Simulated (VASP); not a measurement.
# Cu (P6_3/mmc) in VASP: a series of runs, part 2 of 2

VASP 6.6.1. The steps go on from the part before.

## 3. Single point, revPBE

Input file INCAR:

```
PREC = Accurate
ENCUT = 520
EDIFF = 1E-6
ISMEAR = -5
SIGMA = 0.1
LREAL = F
LASPH = T
NELM = 100
ALGO = Normal
ISIF = 2
LWAVE = F
LCHARG = F
GGA = RE
NBANDS = 18
```

Input file KPOINTS:

```
regular mesh
0
Gamma
  6 6 3
```

Input file POSCAR:

```
Cu
1.0
    2.5340966698      0.0000000000      0.0000000000
   -1.2670483349      2.1945920917      0.0000000000
    0.0000000000      0.0000000000      4.1125710000
Cu
2
Direct
    0.3333333333      0.6666666667      0.2500000000
    0.6666666667      0.3333333333      0.7500000000
```

Potentials or basis: VASP PAW PBE potentials, release 64 (Cu).

Run with:

```bash
> cat potpaw_PBE.64/Cu/POTCAR > POTCAR
> mpirun -np 1 vasp_std > vasp.out
```

Run time: 4.9 s. Hardware: 1 thread of AMD EPYC 7R13 (Zen 3), shared host; peak memory 0.1 GiB.

The run converged. Its results:

- Free energy: -6.5920 eV
- Pressure: 11.0 GPa
- Band gap on the k mesh: zero (band 11 reaches 11.97 eV, above the bottom of band 12 at 6.19 eV)

Stress tensor (GPa, compression positive):
```
12.50  0.00  0.00
 0.00 12.50  0.00
 0.00  0.00  8.09
```

Levels at points of the mesh, in eV from the Fermi level:
| k point | band 7 | band 8 | band 9 | band 10 | band 11 | band 12 | band 13 | band 14 | band 15 | band 16 |
| --- | --- | --- | --- | --- | --- | --- | --- | --- | --- | --- |
| (0.00, 0.00, 0.00) | -2.85 | -2.61 | -2.61 | -1.81 | -1.81 | -1.04 | 4.02 | 21.51 | 22.15 | 22.15 |
| (0.50, 0.00, 0.00) | -2.83 | -1.69 | -1.66 | -1.59 | -0.03 | 1.60 | 7.94 | 8.41 | 10.87 | 11.39 |

Caveat: the k points lie up to 0.51 Å⁻¹ apart; the PAW data sets were made with another functional, which shifts forces and pressure a little; tetrahedron occupations give inexact forces and stress in metals.

## 4. Single point, PBE+U

Input file INCAR:

```
ALGO = Normal ; EDIFF = 1E-7
ENCUT = 520 ; GGA = PE
ISIF = 2 ; ISMEAR = 0
LASPH = True ; LCHARG = False
LDAU = True ; LDAUJ = 0
LDAUL = 2 ; LDAUPRINT = 1
LDAUTYPE = 2 ; LDAUU = 7.8
LMAXMIX = 4 ; LREAL = False
LWAVE = False ; NBANDS = 18
NELM = 150 ; PREC = Accurate
SIGMA = 0.1
```

Input file KPOINTS:

```
k-points
0
Gamma
  5 5 3
```

POSCAR is that of step 3.

Potentials or basis: VASP PAW PBE potentials, release 64 (Cu).

Run with:

```bash
> cat potpaw_PBE.64/Cu/POTCAR > POTCAR
> mpirun -np 1 vasp_std > vasp.out
```

OUTCAR:

```text
EDIFF = 1E-7
   ENCUT = 520
   GGA = PE
   ISIF = 2
   ISMEAR = 0
   LASPH = True
   LREAL = False
   NELM = 150
   PREC = Accurate

 ion  position               nearest neighbor table
   1  0.333  0.667  0.250-   2 2.52   2 2.52   2 2.52   2 2.52   2 2.52   2 2.52
   2  0.667  0.333  0.750-   1 2.52   1 2.52   1 2.52   1 2.52   1 2.52   1 2.52

  LATTYP: Found a hexagonal cell.
 ALAT       =     2.5340966698
 C/A-ratio  =     1.6228942838

  Lattice vectors:

[... 452 lines left out ...]

------------------------ aborting loop because EDIFF is reached ----------------------------------------

  FORCE on cell =-STRESS in cart. coord.  units (eV):
  Direction    XX          YY          ZZ          XY          YZ          ZX
  --------------------------------------------------------------------------------------
  -------------------------------------------------------------------------------------
  Total        0.1596512      0.1596512      0.8220918      0.0000000      0.0000000      0.0000000
  in kB       11.1838740     11.1838740     57.5891307      0.0000000      0.0000000      0.0000000
  external PRESSURE =      26.6522929 kB  Pullay stress =       0.0000000 kB

 VOLUME and BASIS-vectors are now :
 -----------------------------------------------------------------------------
  energy-cutoff  :      520.00
  volume of cell :       22.87
      direct lattice vectors                 reciprocal lattice vectors
     2.534096670  0.000000000  0.000000000     0.394617937  0.227832772  0.000000000
    -1.267048335  2.194592092  0.000000000     0.000000000  0.455665544  0.000000000
     0.000000000  0.000000000  4.112571000     0.000000000  0.000000000  0.243156896

 POSITION                                       TOTAL-FORCE (eV/Angst)
 -----------------------------------------------------------------------------------
     -0.00000      1.46306      1.02814         0.000000      0.000000      0.000000
      1.26705      0.73153      3.08443         0.000000     -0.000000      0.000000
 -----------------------------------------------------------------------------------
    total drift:                               -0.000000      0.000000     -0.000000

  FREE ENERGIE OF THE ION-ELECTRON SYSTEM (eV)
  ---------------------------------------------------
  free  energy   TOTEN  =        -2.7408126683 eV

  energy  without entropy=       -2.7336222052  energy(sigma->0) =       -2.73721744
```

OSZICAR:

```text
N       E                     dE             d eps       ncg     rms          rms(c)
DAV:   1     0.134310023795E+03    0.13431E+03   -0.10748E+04   376   0.230E+03
DAV:   2     0.579553651504E+01   -0.12851E+03   -0.12151E+03   360   0.293E+02
DAV:   3    -0.305700306303E+01   -0.88525E+01   -0.87987E+01   372   0.105E+02
DAV:   4    -0.317689871630E+01   -0.11990E+00   -0.11983E+00   426   0.136E+01
DAV:   5    -0.317825577563E+01   -0.13571E-02   -0.13570E-02   440   0.119E+00    0.504E+00
DAV:   6    -0.282988523385E+01    0.34837E+00   -0.22411E+00   388   0.422E+01    0.143E+00
DAV:   7    -0.275011117309E+01    0.79774E-01   -0.29649E-01   408   0.147E+01    0.484E-01
DAV:   8    -0.274131965670E+01    0.87915E-02   -0.20875E-03   546   0.667E-01    0.165E-01
DAV:   9    -0.274079175270E+01    0.52790E-03   -0.56268E-04   572   0.646E-01    0.878E-03
DAV:  10    -0.274081254537E+01   -0.20793E-04   -0.35646E-05   548   0.632E-02    0.872E-03
DAV:  11    -0.274081367677E+01   -0.11314E-05   -0.64562E-06   428   0.552E-02    0.283E-03
DAV:  12    -0.274081258669E+01    0.10901E-05   -0.17647E-07   296   0.113E-02    0.309E-04
DAV:  13    -0.274081266827E+01   -0.81574E-07   -0.17597E-08   256   0.173E-03
   1 F= -.27408127E+01 E0= -.27372174E+01  d E =-.719046E-02
```

stdout:

```text
POSCAR found type information on POSCAR Cu
 POSCAR found :  1 types and       2 ions
 scaLAPACK will be used
 LDA part: xc-table for (Slater+PW92), standard interpolation
 POSCAR, INCAR and KPOINTS ok, starting setup
 FFT: planning ... GRIDC
 FFT: planning ... GRID_SOFT
 FFT: planning ... GRID
 WAVECAR not read
 entering main loop
```

Wall time 4 s (1 thread of AMD EPYC 7R13 (Zen 3), shared host); peak memory 0.1 GiB.

Results:

| Quantity | Value |
| --- | --- |
| Free energy | -2.7408 eV |
| Pressure | 2.7 GPa |
| Band gap on the k mesh | zero (band 11 reaches 9.43 eV, above the bottom of band 12 at 3.79 eV) |

Eigenvalues of the final occupation matrices:
```csv
site,spin,trace,eigenvalues
site 1 d,1,4.74,0.94 0.95 0.95 0.95 0.95
site 1 d,2,4.74,0.94 0.95 0.95 0.95 0.95
site 2 d,1,4.74,0.94 0.95 0.95 0.95 0.95
site 2 d,2,4.74,0.94 0.95 0.95 0.95 0.95
```

Caveat: the k points lie up to 0.57 Å⁻¹ apart; U without spin polarisation on a metal has little footing; the U is typed as a test and isn't derived for this compound.

## 5. Single point, PBE

Input file INCAR:

```
SYSTEM = Cu
PREC = Accurate
ENCUT = 520
EDIFF = 1E-6
ISMEAR = 0
SIGMA = 0.1
LREAL = .False.
LASPH = .True.
NELM = 60
ALGO = Normal
ISIF = 2
LWAVE = .False.
LCHARG = .True.
GGA = PE
LELF = .True.
LVHAR = .True.
NBANDS = 18
```

Input file KPOINTS:

```
Automatic mesh
0
Gamma
  6 6 4
  0 0 0
```

Input file POSCAR:

```
Cu
1.0
    2.5340966698      0.0000000000      0.0000000000
   -1.2670483349      2.1945920917      0.0000000000
    0.0000000000      0.0000000000      4.1125710000
Cu
2
Direct
    0.3333333300      0.6666666700      0.2500000000
    0.6666666700      0.3333333300      0.7500000000
```

Run with:

```bash
> cat potpaw_PBE.64/Cu/POTCAR > POTCAR
> mpirun -np 1 vasp_std > vasp.out
```

It took 6 s on 1 thread of AMD EPYC 7R13 (Zen 3), shared host; peak memory 0.1 GiB.

Results (log left out):

* Free energy: -7.3580 eV
* Pressure: 8.1 GPa
* Band gap on the k mesh: zero (band 11 reaches 12.08 eV, above the bottom of band 12 at 5.99 eV)

Stress tensor (GPa, compression positive):
```
8.75 0.00 0.00
0.00 8.75 0.00
0.00 0.00 6.95
```

Levels at points of the mesh, in eV from the Fermi level:
```tsv
k point	band 9	band 10	band 11	band 12	band 13	band 14
(0.00, 0.00, 0.00)	-2.46	-1.66	-1.66	-0.93	4.12	21.64
(0.50, 0.00, 0.00)	-1.51	-1.47	0.09	1.71	8.04	8.48
(0.00, 0.00, 0.50)	-1.90	-1.90	-1.90	-1.90	12.99	12.99
(0.50, 0.00, 0.50)	-1.51	-1.51	0.56	0.56	5.11	5.11
```

Caveat: the k points lie up to 0.48 Å⁻¹ apart.

## 6. Single point, PBE

Input file INCAR:

```
ALGO = Fast ; EDIFF = 1E-6
ENCUT = 520 ; GGA = PE
ISIF = 2 ; ISMEAR = 0
LASPH = True ; LCHARG = True
LELF = True ; LREAL = False
LVHAR = True ; LWAVE = False
NBANDS = 18 ; NELECT = 22.5
NELM = 80 ; PREC = Accurate
SIGMA = 0.1
```

Input file KPOINTS:

```
k-points
0
Gamma
  6 6 4
```

Input file POSCAR:

```
Cu
1.0
    2.5340966698      0.0000000000      0.0000000000
   -1.2670483349      2.1945920917      0.0000000000
    0.0000000000      0.0000000000      4.1125710000
Cu
2
Direct
    0.3333333333      0.6666666667      0.2500000000
    0.6666666667      0.3333333333      0.7500000000
```

Potentials or basis: VASP PAW PBE potentials, release 64 (Cu).

Run with:

```bash
> cat potpaw_PBE.64/Cu/POTCAR > POTCAR
> mpirun -np 1 vasp_std > vasp.out
```

Run time: 8.3 s. Hardware: 1 thread of AMD EPYC 7R13 (Zen 3), shared host; peak memory 0.1 GiB.

Results (log left out):

```yaml
Free_energy: -3.1494 eV
```

Levels at points of the mesh, in eV from the Fermi level:
| k point | band 9 | band 10 | band 11 | band 12 | band 13 | band 14 |
| --- | --- | --- | --- | --- | --- | --- |
| (0.00, 0.00, 0.00) | -3.23 | -2.41 | -2.41 | -2.05 | 3.21 | 20.48 |
| (0.50, 0.00, 0.00) | -2.25 | -2.19 | -0.80 | 0.80 | 7.01 | 7.44 |
| (0.00, 0.00, 0.50) | -2.64 | -2.64 | -2.64 | -2.64 | 11.97 | 11.97 |
| (0.50, 0.00, 0.50) | -2.23 | -2.23 | -0.48 | -0.48 | 4.17 | 4.17 |

Caveat: the k points lie up to 0.48 Å⁻¹ apart; the cell carries a net charge on a neutralising background, which shifts energy and pressure; the cell is charged against a uniform background, so pressure and absolute levels hang on convention.

## 7. The runs side by side

| level | U | k mesh | smearing | gap on the mesh (eV) | pressure (GPa) |
| --- | --- | --- | --- | --- | --- |
| revPBE | - | 6 × 6 × 3 | tetrahedron | none | 11.0 |
| PBE+U | Cu d U = 7.8 eV | 5 × 5 × 3 | gaussian 0.1 eV | none | 2.7 |
| PBE | - | 6 × 6 × 4 | gaussian 0.1 eV | none | 8.1 |

Alike in all rows: task single point; potentials or basis VASP PAW PBE potentials, release 64 (Cu); no spin polarisation; cell as given; cutoff (eV) 520.

Caveats: all runs use coarse meshes; the PAW data sets were made with another functional, which shifts forces and pressure a little (some runs); tetrahedron occupations give inexact forces and stress in metals (some runs); U without spin polarisation on a metal has little footing (some runs); the U is typed as a test and isn't derived for this compound (some runs).

Total energies depend on the potentials used, so only differences within one code and one set of settings carry meaning.
